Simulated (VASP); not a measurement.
Cu: single point with PBE

Crystal: Cu.

```
Cu
1.0
     2.47420    0.00000    0.00000
    -1.23710    2.14272    0.00000
     0.00000    0.00000    4.05087
Cu
2
Direct
  0.33333 0.66667 0.25000
  0.66667 0.33333 0.75000
```

```json
{"Program": "VASP 6.6.1", "Task": "single point", "Functional": "PBE", "Potentials or basis": "VASP PAW PBE potentials, release 64 (Cu)", "Cutoff": "520 eV", "k mesh": "18 × 18 × 10", "Occupations": "fermi-dirac, width 0.1 eV", "Spin": "no spin polarisation"}
```

The pressure is 20.5 GPa and the band gap on the k mesh is zero (band 11 reaches 13.13 eV, above the bottom of band 12 at 6.72 eV).

Stress tensor (GPa, compression positive):
```
20.53  0.00  0.00
 0.00 20.53  0.00
 0.00  0.00 20.44
```

Levels at points of the mesh, in eV from the Fermi level:
```
           k point  band 9  band 10  band 11  band 12  band 13  band 14
(0.00, 0.00, 0.00)   -2.67    -1.82    -1.82    -1.28     4.25    22.18
(0.50, 0.00, 0.00)   -1.66    -1.59     0.03     1.80     8.23     8.73
(0.00, 0.00, 0.50)   -2.07    -2.07    -2.07    -2.07    13.23    13.23
(0.50, 0.00, 0.50)   -1.64    -1.64     0.42     0.42     5.42     5.42
```

It took 35 s on 1 thread of Intel(R) Xeon(R) Platinum 8488C (Sapphire Rapids), with other jobs on the host, peak memory 0.18 GiB.
